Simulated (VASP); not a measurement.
# Ir (I4/mmm) in VASP: notebook

Ir is run at these levels: PBEsol; tasks: single point.

Program: VASP 6.6.1. These are calculated values, not measurements. Logs are shortened: lines on timing, memory, paths and dates and some standing lists are left out, and cuts for length are marked.

### Step 1. The cell of the first run

It takes space group I4/mmm (No. 139, tetragonal). Conventional cell: a = 2.715 Å, b = 2.715 Å, c = 3.782 Å, α = 90.00°, β = 90.00°, γ = 90.00°. Ir (site symmetry 4/mmm) has 12 Ir at 2.69 to 2.71 Å within 3.6 Å.

### Step 2. Single point, PBEsol (strain -0.0150 x Voigt [0, 0, 1, 0, 0, 0])

The input, INCAR:

```
SYSTEM = Ir
PREC     = Accurate       ! precision mode
ENCUT    = 520            ! plane-wave cutoff, eV
EDIFF    = 1E-7           ! SCF threshold, eV
ISMEAR   = 0              ! smearing method
SIGMA    = 0.15           ! smearing width, eV
LREAL    = .FALSE.        ! projectors in reciprocal space
LASPH    = .TRUE.         ! aspherical terms in the spheres
NELM     = 80             ! most SCF steps
ALGO     = Fast           ! electronic algorithm
ISIF     = 2              ! what is computed and relaxed
LWAVE    = .FALSE.        ! write WAVECAR
LCHARG   = .FALSE.        ! write CHGCAR
GGA      = PS             ! functional
NBANDS   = 10             ! bands
```

The input, KPOINTS:

```
regular mesh
0
G
  22 22 22
  0 0 0
```

The input, POSCAR:

```
Ir
1.0
    0.0000000000      1.9197000000      1.8909045000
    1.9197000000      0.0000000000      1.8909045000
    1.9197000000      1.9197000000      0.0000000000
Ir
1
Direct
    0.0000000000      0.0000000000      0.0000000000
```

Potentials or basis: VASP PAW PBE potentials, release 64 (Ir).

The run is started by

```bash
cat potpaw_PBE.64/Ir/POTCAR > POTCAR
mpirun -np 1 vasp_std > vasp.out
```

OUTCAR:

```text
SYSTEM = Ir
   PREC = Accurate
   ENCUT = 520
   EDIFF = 1E-7
   ISMEAR = 0
   LREAL = .FALSE.
   LASPH = .TRUE.
   NELM = 80
   ISIF = 2
   GGA = PS

 ion  position               nearest neighbor table
   1  0.000  0.000  0.000-

  LATTYP: Found a body centered tetragonal cell.
 ALAT       =     2.7148657757
 C/A-ratio  =     1.3930003589

  Lattice vectors:

 A1 = (   0.0000000000,  -1.9197000000,  -1.8909045000)
 A2 = (   0.0000000000,   1.9197000000,  -1.8909045000)
 A3 = (   1.9197000000,   0.0000000000,   1.8909045000)

Analysis of symmetry for initial positions (statically):
=====================================================================
 Subroutine PRICEL returns:
 Original cell was already a primitive cell.

 Routine SETGRP: Setting up the symmetry group for a
 body centered tetragonal supercell.

 Subroutine GETGRP returns: Found 16 space group operations
 (whereof 16 operations were pure point group operations)
 out of a pool of 16 trial point group operations.

The static configuration has the point symmetry D_4h.

Analysis of symmetry for dynamics (positions and initial velocities):
=====================================================================
 Subroutine PRICEL returns:
 Original cell was already a primitive cell.

 Routine SETGRP: Setting up the symmetry group for a
 body centered tetragonal supercell.

 Subroutine GETGRP returns: Found 16 space group operations
 (whereof 16 operations were pure point group operations)
 out of a pool of 16 trial point group operations.

The dynamic configuration has the point symmetry D_4h.

 Subroutine INISYM returns: Found 16 space group operations
 (whereof 16 operations are pure point group operations),
 and found     1 'primitive' translations

----------------------------------------------------------------------------------------

                                     Primitive cell

  volume of cell :      13.9369

  direct lattice vectors                    reciprocal lattice vectors
     0.000000000  1.919700000  1.890904500    -0.260457363  0.260457363  0.264423719
     1.919700000  0.000000000  1.890904500     0.260457363 -0.260457363  0.264423719
     1.919700000  1.919700000  0.000000000     0.260457363  0.260457363 -0.264423719

  length of vectors
     2.694581214  2.694581214  2.714865776     0.453426928  0.453426928  0.453426928

[... 77 lines left out ...]
   NELM   =     80;   NELMIN=  2; NELMDL= -5     # of ELM steps
   EDIFF  = 0.1E-06   stopping-criterion for ELM
   LREAL  =      F    real-space projection
   EDIFFG = 0.1E-05   stopping-criterion for IOM
   NSW    =      0    number of steps for IOM
   IBRION =     -1    ionic relax: 0-MD 1-quasi-New 2-CG
   NFREE  =      0    steps in history (QN), initial steepest desc. (CG)
   ISIF   =      2    stress and relaxation
   ISYM   =      2    0-nonsym 1-usesym 2-fastsym
   POTIM  = 0.5000    time-step for ionic-motion
   TEBEG  =    0.0;   TEEND  =   0.0 temperature during run
   PSTRESS=    0.0 pullay stress
   NELECT =       9.0000    total number of electrons
   NUPDOWN=      -1.0000    fix difference up-down
   EMIN   =  10.00;   EMAX   =-10.00  energy-range for DOS
   EFERMI =   0.00;   METHOD = LEGACY
   ISMEAR =     0;   SIGMA  =   0.15  broadening in eV -4-tet -1-fermi 0-gaus
   EFERMI_NEDOS =   21; number of points for ismear=-14 and -15
   IALGO  =     68    algorithm
   IMIX   =      4    mixing-type and parameters
     AMIX     =   0.40;   BMIX     =  1.00
     AMIX_MAG =   1.60;   BMIX_MAG =  1.00
  volume/ion in A,a.u.               =      13.94        94.05
  Fermi-wavevector in a.u.,A,eV,Ry     =   1.415034  2.674027 27.243236  2.002321
  Thomas-Fermi vector in A             =   2.536514
   LORBIT       =      0    0 simple, 1 ext, 2 COOP (PROOUT), +10 PAW based schemes
   GGA     = PS    functional components
   LHFCALC =     F    Hartree Fock is set to
   AEXX    =    0.0000 exact exchange contribution
   IVDW    =     0    specifies the selected vdW correction
   LEPSILON=     F    determine dielectric tensor
   LRPA    =     F    only Hartree local field effects (RPA)
 non-spin polarized calculation
 RMM-DIIS sequential band-by-band and
 Gauss-broadening in eV      SIGMA  =   0.15
  energy-cutoff  :      520.00
  volume of cell :       13.94
 maximum number of plane-waves:       388
   NGX =  9   NGY =  9   NGZ =  9

 number of electron       9.0000001 magnetization

 Free energy of the ion-electron system (eV)
  ---------------------------------------------------
  ext. energy  EPLUGINS =         0.00000000
  ---------------------------------------------------
  free energy    TOTEN  =        -9.81721724 eV

  energy without entropy =       -9.80532347  energy(sigma->0) =       -9.81127035

 E-fermi :  10.4800     XC(G=0): -14.1898

 val. band max:       10.4776127405   @ k =   0.3182   0.1818   0.0455
 cond. band min:      10.4808884183   @ k =   0.5000   0.1364   0.3636
 fundamental gap:      0.0032756777
 Fermi energy:        10.4799911534

 k-point     1 :       0.0000    0.0000    0.0000
  band No.  band energies     occupation
      1      -0.8450      2.00000
      2       6.4498      2.00000
      3       6.4498      2.00000
      4       6.6492      2.00000
      5       9.1599      2.00000
      6       9.4262      2.00000
      7      24.8016      0.00000
      8      30.2956      0.00000
      9      30.2956      0.00000
     10      30.7961      0.00000
[... 287 lines left out ...]
 k-point    24 :      -0.4545    0.0455    0.0000
  band No.  band energies     occupation
      1       2.2877      2.00000
      2       6.3798      2.00000
      3       6.4567      2.00000
      4       9.1331      2.00000
      5      11.3544      0.00000
      6      11.8147      0.00000
      7      18.0733      0.00000
      8      24.5481      0.00000
      9      30.2914      0.00000
     10      30.4825      0.00000

 [... further k-points ...]
[... 5 lines left out ...]
  --------------------------------------------------------------------------------------
  -------------------------------------------------------------------------------------
  Total        0.2110856      0.2110856      0.7169987      0.0000000      0.0000000      0.0000000
  in kB       24.2662670     24.2662670     82.4256935      0.0000000      0.0000000      0.0000000
  external PRESSURE =      43.6527425 kB  Pullay stress =       0.0000000 kB

 VOLUME and BASIS-vectors are now :
 -----------------------------------------------------------------------------
  energy-cutoff  :      520.00
  volume of cell :       13.94
      direct lattice vectors                 reciprocal lattice vectors
     0.000000000  1.919700000  1.890904500    -0.260457363  0.260457363  0.264423719
     1.919700000  0.000000000  1.890904500     0.260457363 -0.260457363  0.264423719
     1.919700000  1.919700000  0.000000000     0.260457363  0.260457363 -0.264423719

 POSITION                                       TOTAL-FORCE (eV/Angst)
 -----------------------------------------------------------------------------------
      0.00000      0.00000      0.00000        -0.000000      0.000000      0.000000
 -----------------------------------------------------------------------------------
    total drift:                                0.000000      0.000000      0.000000

  FREE ENERGIE OF THE ION-ELECTRON SYSTEM (eV)
  ---------------------------------------------------
  free  energy   TOTEN  =        -9.8172172431 eV

  energy  without entropy=       -9.8053234668  energy(sigma->0) =       -9.81127035
```

OSZICAR:

```text
N       E                     dE             d eps       ncg     rms          rms(c)
DAV:   1     0.473160607839E+02    0.47316E+02   -0.44177E+03 16848   0.827E+02
DAV:   2    -0.956231733427E+01   -0.56878E+02   -0.53913E+02 17062   0.198E+02
DAV:   3    -0.104362467445E+02   -0.87393E+00   -0.87038E+00 19480   0.297E+01
DAV:   4    -0.104440563108E+02   -0.78096E-02   -0.78080E-02 18932   0.261E+00
[... 11 lines left out ...]
RMM:  16    -0.981721855878E+01   -0.70896E-06   -0.37819E-06 20991   0.166E-02    0.282E-02
RMM:  17    -0.981721839684E+01    0.16194E-06   -0.46832E-07 17458   0.747E-03    0.282E-02
RMM:  18    -0.981721749613E+01    0.90071E-06   -0.65519E-07 17807   0.103E-02    0.121E-02
RMM:  19    -0.981721727798E+01    0.21815E-06   -0.15940E-07 11307   0.377E-03    0.812E-03
RMM:  20    -0.981721724306E+01    0.34925E-07   -0.23259E-08  9278   0.147E-03
   1 F= -.98172172E+01 E0= -.98112704E+01  d E =-.118938E-01
```

It took 66 s on 1 thread of Intel Xeon 6975P-C (Granite Rapids), shared host; peak memory 0.24 GiB.

Results:

```
Free energy            : -9.8172 eV
Pressure               : 4.4 GPa
Band gap on the k mesh : zero (an odd number of electrons rules out a gap without spin polarisation)
```

Stress tensor (GPa, compression positive):
```
2.43 0.00 0.00
0.00 2.43 0.00
0.00 0.00 8.24
```

Caveat: the cell differs from its parent crystal (strain -0.0150 x Voigt [0, 0, 1, 0, 0, 0]); the cell stands under pressure; the PAW data sets were made with another functional, which shifts forces and pressure a little; spin-orbit coupling is left out, which moves the levels of the heavy elements.

### Step 3. Single point, PBEsol (strain +0.0150 x Voigt [0, 0, 1, 0, 0, 0])

Edit INCAR of step 2 so:

```diff
@@ -3,3 +3,3 @@
 ENCUT    = 520            ! plane-wave cutoff, eV
-EDIFF    = 1E-7           ! SCF threshold, eV
+EDIFF    = 1E-6           ! SCF threshold, eV
 ISMEAR   = 0              ! smearing method
@@ -8,3 +8,3 @@
 LASPH    = .TRUE.         ! aspherical terms in the spheres
-NELM     = 80             ! most SCF steps
+NELM     = 60             ! most SCF steps
 ALGO     = Fast           ! electronic algorithm
```

KPOINTS is that of step 2.

The input, POSCAR:

```
Ir
1.0
    0.0000000000      1.9197000000      1.9484955000
    1.9197000000      0.0000000000      1.9484955000
    1.9197000000      1.9197000000      0.0000000000
Ir
1
Direct
    0.0000000000      0.0000000000      0.0000000000
```

Potentials or basis: VASP PAW PBE potentials, release 64 (Ir).

The run is started by

```bash
cat potpaw_PBE.64/Ir/POTCAR > POTCAR
mpirun -np 1 vasp_std > vasp.out
```

Run time: 49 s. Hardware: 1 thread of Intel Xeon 6975P-C (Granite Rapids), shared host; peak memory 0.24 GiB.

The run converged. Its results:

```yaml
Free_energy: -9.8135 eV
Pressure: -7.2 GPa
Band_gap_on_the_k_mesh: zero (an odd number of electrons rules out a gap without spin polarisation)
```

Stress tensor (GPa, compression positive):
```
 -5.38   0.00   0.00
  0.00  -5.38   0.00
  0.00   0.00 -10.75
```

Levels at points of the mesh, in eV from the Fermi level:
| k point | band 1 | band 2 | band 3 | band 4 | band 5 | band 6 | band 7 | band 8 | band 9 |
| --- | --- | --- | --- | --- | --- | --- | --- | --- | --- |
| (0.00, 0.00, 0.00) | -11.00 | -3.91 | -3.72 | -3.72 | -1.26 | -1.01 | 14.38 | 19.55 | 20.01 |
| (0.50, 0.00, 0.00) | -7.96 | -3.98 | -3.78 | -0.75 | 0.85 | 0.96 | 7.10 | 13.90 | 19.53 |
| (0.50, 0.50, 0.00) | -7.76 | -7.17 | 0.90 | 1.45 | 1.45 | 1.47 | 10.02 | 11.80 | 11.80 |
| (0.50, 0.00, 0.50) | -7.73 | -7.18 | 0.87 | 1.37 | 1.57 | 1.78 | 10.42 | 11.45 | 11.61 |

Caveat: the cell differs from its parent crystal (strain +0.0150 x Voigt [0, 0, 1, 0, 0, 0]); the cell stands under tension; the PAW data sets were made with another functional, which shifts forces and pressure a little; spin-orbit coupling is left out, which moves the levels of the heavy elements.

### Step 4. Single point, PBEsol (strain +0.0300 x Voigt [0, 0, 1, 0, 0, 0])

The input, INCAR:

```
ALGO     = Fast           # electronic algorithm
EDIFF    = 1E-6           # SCF threshold, eV
ENCUT    = 520            # plane-wave cutoff, eV
GGA      = PS             # functional
ISIF     = 2              # what is computed and relaxed
ISMEAR   = 0              # smearing method
LASPH    = True           # aspherical terms in the spheres
LCHARG   = False          # write CHGCAR
LREAL    = False          # projectors in reciprocal space
LWAVE    = False          # write WAVECAR
NBANDS   = 10             # bands
NELM     = 100            # most SCF steps
PREC     = Accurate       # precision mode
SIGMA    = 0.15           # smearing width, eV
```

The input, KPOINTS:

```
k-points
0
Gamma
  22 22 22
```

The input, POSCAR:

```
Ir
1.0
    0.0000000000      1.9197000000      1.9772910000
    1.9197000000      0.0000000000      1.9772910000
    1.9197000000      1.9197000000      0.0000000000
Ir
1
Direct
    0.0000000000      0.0000000000      0.0000000000
```

Potentials or basis: VASP PAW PBE potentials, release 64 (Ir).

The run is started by

```bash
cat potpaw_PBE.64/Ir/POTCAR > POTCAR
mpirun -np 1 vasp_std > vasp.out
```

OUTCAR:

```text
EDIFF = 1E-6
   ENCUT = 520
   GGA = PS
   ISIF = 2
   ISMEAR = 0
   LASPH = True
   LREAL = False
   NELM = 100
   PREC = Accurate

 ion  position               nearest neighbor table
   1  0.000  0.000  0.000-

  LATTYP: Found a body centered tetragonal cell.
 ALAT       =     2.7148657757
 C/A-ratio  =     1.4566399692

  Lattice vectors:

 A1 = (  -1.9197000000,   0.0000000000,   1.9772910000)
 A2 = (   1.9197000000,   0.0000000000,   1.9772910000)
 A3 = (   0.0000000000,   1.9197000000,  -1.9772910000)

Analysis of symmetry for initial positions (statically):
=====================================================================
 Subroutine PRICEL returns:
 Original cell was already a primitive cell.

 Routine SETGRP: Setting up the symmetry group for a
 body centered tetragonal supercell.

 Subroutine GETGRP returns: Found 16 space group operations
 (whereof 16 operations were pure point group operations)
 out of a pool of 16 trial point group operations.

The static configuration has the point symmetry D_4h.

Analysis of symmetry for dynamics (positions and initial velocities):
[... 159 lines left out ...]

 val. band max:        9.7057189083   @ k =  -0.1364   0.1818   0.0455
 cond. band min:       9.7078761818   @ k =   0.3182   0.1364   0.0455
 fundamental gap:      0.0021572735
 Fermi energy:         9.7078379118

 k-point     1 :       0.0000    0.0000    0.0000
  band No.  band energies     occupation
      1      -1.1342      2.00000
      2       5.7597      2.00000
      3       6.1402      2.00000
      4       6.1402      2.00000
      5       8.3403      2.00000
      6       8.8428      2.00000
      7      24.1256      0.00000
      8      28.9246      0.00000
      9      29.8070      0.00000
     10      29.8070      0.00000
[... 287 lines left out ...]
 k-point    24 :      -0.4545    0.0455    0.0000
  band No.  band energies     occupation
      1       1.9827      2.00000
      2       5.6841      2.00000
      3       6.1819      2.00000
      4       8.4937      2.00000
      5      10.3743      0.00000
      6      11.1161      0.00000
      7      16.8330      0.00000
      8      23.7879      0.00000
      9      28.7508      0.00000
     10      29.6994      0.00000

 [... further k-points ...]
[... 5 lines left out ...]
  --------------------------------------------------------------------------------------
  -------------------------------------------------------------------------------------
  Total       -0.7776333     -0.7776333     -1.7146439      0.0000000      0.0000000      0.0000000
  in kB      -85.4905546    -85.4905546   -188.5025362      0.0000000      0.0000000      0.0000000
  external PRESSURE =    -119.8278818 kB  Pullay stress =       0.0000000 kB

 VOLUME and BASIS-vectors are now :
 -----------------------------------------------------------------------------
  energy-cutoff  :      520.00
  volume of cell :       14.57
      direct lattice vectors                 reciprocal lattice vectors
     0.000000000  1.919700000  1.977291000    -0.260457363  0.260457363  0.252871226
     1.919700000  0.000000000  1.977291000     0.260457363 -0.260457363  0.252871226
     1.919700000  1.919700000  0.000000000     0.260457363  0.260457363 -0.252871226

 POSITION                                       TOTAL-FORCE (eV/Angst)
 -----------------------------------------------------------------------------------
      0.00000      0.00000      0.00000         0.000000      0.000000      0.000000
 -----------------------------------------------------------------------------------
    total drift:                                0.000000      0.000000      0.000000

  FREE ENERGIE OF THE ION-ELECTRON SYSTEM (eV)
  ---------------------------------------------------
  free  energy   TOTEN  =        -9.7940074651 eV

  energy  without entropy=       -9.7812765242  energy(sigma->0) =       -9.78764199
```

Wall time 47 s (1 thread of Intel Xeon 6975P-C (Granite Rapids), shared host); peak memory 0.24 GiB.

What came out:

```yaml
Free_energy: -9.7940 eV
Pressure: -12.0 GPa
Band_gap_on_the_k_mesh: zero (an odd number of electrons rules out a gap without spin polarisation)
```

Stress tensor (GPa, compression positive):
```
 -8.55   0.00   0.00
  0.00  -8.55   0.00
  0.00   0.00 -18.85
```

Caveat: the cell differs from its parent crystal (strain +0.0300 x Voigt [0, 0, 1, 0, 0, 0]); the cell stands under tension; the PAW data sets were made with another functional, which shifts forces and pressure a little; spin-orbit coupling is left out, which moves the levels of the heavy elements.

### Step 5. Single point, PBEsol (strain +0.0450 x Voigt [0, 0, 1, 0, 0, 0])

The input, INCAR:

```
SYSTEM = Ir
ALGO = Normal
EDIFF = 1E-7
ENCUT = 520
GGA = PS
ISIF = 2
ISMEAR = 0
LASPH = .TRUE.
LCHARG = .FALSE.
LREAL = .FALSE.
LWAVE = .FALSE.
NBANDS = 10
NELM = 60
PREC = Accurate
SIGMA = 0.15
```

The input, KPOINTS:

```
k-points
0
G
  22 22 22
  0 0 0
```

The input, POSCAR:

```
Ir
1.0
    0.0000000000      1.9197000000      2.0060865000
    1.9197000000      0.0000000000      2.0060865000
    1.9197000000      1.9197000000      0.0000000000
Ir
1
Direct
    0.0000000000      0.0000000000      0.0000000000
```

The run is started by

```bash
cat potpaw_PBE.64/Ir/POTCAR > POTCAR
mpirun -np 1 vasp_std > vasp.out
```

Wall time 30 s (1 thread of Intel Xeon 6975P-C (Granite Rapids), shared host); peak memory 0.24 GiB.

It converged, with:

| Item | Value |
| --- | --- |
| Free energy | -9.7644 eV |
| Pressure | -16.2 GPa |
| Band gap on the k mesh | zero (an odd number of electrons rules out a gap without spin polarisation) |

Stress tensor (GPa, compression positive):
```
-11.24   0.00   0.00
  0.00 -11.24   0.00
  0.00   0.00 -26.00
```

Levels at points of the mesh, in eV from the Fermi level:
| k point | band 2 | band 3 | band 4 | band 5 | band 6 | band 7 |
| --- | --- | --- | --- | --- | --- | --- |
| (0.00, 0.00, 0.00) | -3.98 | -3.42 | -3.42 | -1.47 | -0.73 | 14.46 |
| (0.50, 0.00, 0.00) | -3.98 | -3.41 | -0.66 | 0.72 | 1.00 | 6.84 |
| (0.50, 0.50, 0.00) | -6.84 | 0.89 | 1.11 | 1.35 | 1.35 | 9.14 |
| (0.50, 0.00, 0.50) | -6.86 | 0.79 | 1.12 | 1.68 | 2.00 | 10.30 |

Caveat: the cell differs from its parent crystal (strain +0.0450 x Voigt [0, 0, 1, 0, 0, 0]); the cell stands under tension; the PAW data sets were made with another functional, which shifts forces and pressure a little; spin-orbit coupling is left out, which moves the levels of the heavy elements.

### Step 6. Summary

```tsv
cell	gap on the mesh (eV)	pressure (GPa)
a = 2.695, b = 2.695, c = 2.715 Å, angles 59.8, 59.8, 60.5°, 1 atom	none	4.4
a = 2.735, b = 2.735, c = 2.715 Å, angles 60.2, 60.2, 59.5°, 1 atom	none	-7.2
a = 2.756, b = 2.756, c = 2.715 Å, angles 60.5, 60.5, 59.0°, 1 atom	none	-12.0
a = 2.777, b = 2.777, c = 2.715 Å, angles 60.7, 60.7, 58.5°, 1 atom	none	-16.2
```

Alike in all rows: task single point; level PBEsol; potentials or basis VASP PAW PBE potentials, release 64 (Ir); no spin polarisation; k mesh 22 × 22 × 22; cutoff (eV) 520; smearing gaussian 0.15 eV.

Caveats: the PAW data sets were made with another functional, which shifts forces and pressure a little; spin-orbit coupling is left out, which moves the levels of the heavy elements; the cell stands under tension (at least some runs); the cell stands under pressure (at least some runs).

Total energies depend on the potentials used, so only differences within one code and one set of settings carry meaning.
